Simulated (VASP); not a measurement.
Write the native input for VASP 6.6.1 that does the following.

- Task: relaxation of cell and atoms
- Functional: PBEsol
- Potentials or basis: VASP PAW PBE potentials, release 64 (Pd)
- Cutoff: 600 eV
- k mesh: 12 × 12 × 12
- Occupations: fermi-dirac, width 0.05 eV
- Spin: no spin polarisation
- Dipole correction: no
- Further INCAR settings: ALGO = Normal; EDIFF = 1e-06; IBRION = 2; EDIFFG = -0.005; NSW = 80; ISIF = 3

The structure of Pd lies in POSCAR:

```
Pd
1.0
    0.0000000000      1.9465000000      1.9465000000
    1.9465000000      0.0000000000      1.9465000000
    1.9465000000      1.9465000000      0.0000000000
Pd
1
Direct
    0.0000000000      0.0000000000      0.0000000000
```

One way to write it, as run:

INCAR

```
SYSTEM = Pd
ALGO     = Normal         ! electronic algorithm
EDIFF    = 1E-6           ! SCF threshold, eV
EDIFFG   = -0.005         ! ionic threshold
ENCUT    = 600            ! plane-wave cutoff, eV
GGA      = PS             ! functional
IBRION   = 2              ! ionic algorithm
ISIF     = 3              ! what is computed and relaxed
ISMEAR   = -1             ! smearing method
LASPH    = .TRUE.         ! aspherical terms in the spheres
LCHARG   = .FALSE.        ! write CHGCAR
LREAL    = .FALSE.        ! projectors in reciprocal space
LWAVE    = .FALSE.        ! write WAVECAR
NELM     = 60             ! most SCF steps
NSW      = 80             ! ionic steps
PREC     = Accurate       ! precision mode
SIGMA    = 0.05           ! smearing width, eV
```

KPOINTS

```
k-points
0
G
  12 12 12
  0 0 0
```

Potentials or basis: VASP PAW PBE potentials, release 64 (Pd).

The run is started by

```console
$ cat potpaw_PBE.64/Pd/POTCAR > POTCAR
$ mpirun -np 1 vasp_std > vasp.out
```

It gave:

- Relaxed volume: 14.51 Å³/atom
- Relaxed cell: a = 2.738 Å, b = 2.738 Å, c = 2.738 Å, α = 60.00°, β = 60.00°, γ = 60.00°
- Space group after relaxing (to 0.05 Å): Fm-3m (No. 225)
- Energy gained by relaxing: 2.5 meV/atom
- Ionic steps: 3
- Pressure after relaxing: 0.0 GPa
- Band gap on the k mesh: zero (band 5 reaches 10.19 eV, above the bottom of band 6 at 8.57 eV)

Caveat: the PAW data sets were made with another functional, which shifts forces and pressure a little.

It took 9.4 s on 1 thread of Intel(R) Xeon(R) 6975P-C (Granite Rapids) (shared host), peak memory 0.15 GiB.
